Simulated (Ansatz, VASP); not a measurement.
One calculation of HfB, two programs

```
Hf B
1.0
     0.00000    2.37930    2.37930
     2.37930    0.00000    2.37930
     2.37930    2.37930    0.00000
Hf B
1 1
Direct
  0.50000 0.50000 0.50000
  0.00000 0.00000 0.00000
```

Change from the starting cell: strain +0.030 along x and y, +0.030 along z, atoms carried along.

Alike in both runs: task single point; functional PBE; k mesh 18 × 18 × 18; occupations gaussian, width 0.15 eV; no spin polarisation.

```csv
,VASP,Ansatz
version,VASP 6.6.1,Ansatz 0.2.0
potentials or method,"VASP PAW PBE potentials, release 64 (Hf_pv, B), cutoff 520 eV","scalar-relativistic, plane waves, PAW"
valence electrons in the cell,13,29
```

```csv
,VASP,Ansatz,Ansatz less VASP
gap on the k mesh at the Fermi level (eV),none,none,-
pressure (GPa),9.0,8.8,-0.28
```

A gap of «none» marks a metal or a gap that the smearing closes. The functional is the same, so the differences come from potentials, cutoffs and numerics. VASP's potentials hold 13 valence electrons a cell and Ansatz's 29, so a difference there can come from the potentials and not from the codes.

Neither program's run includes spin-orbit coupling.
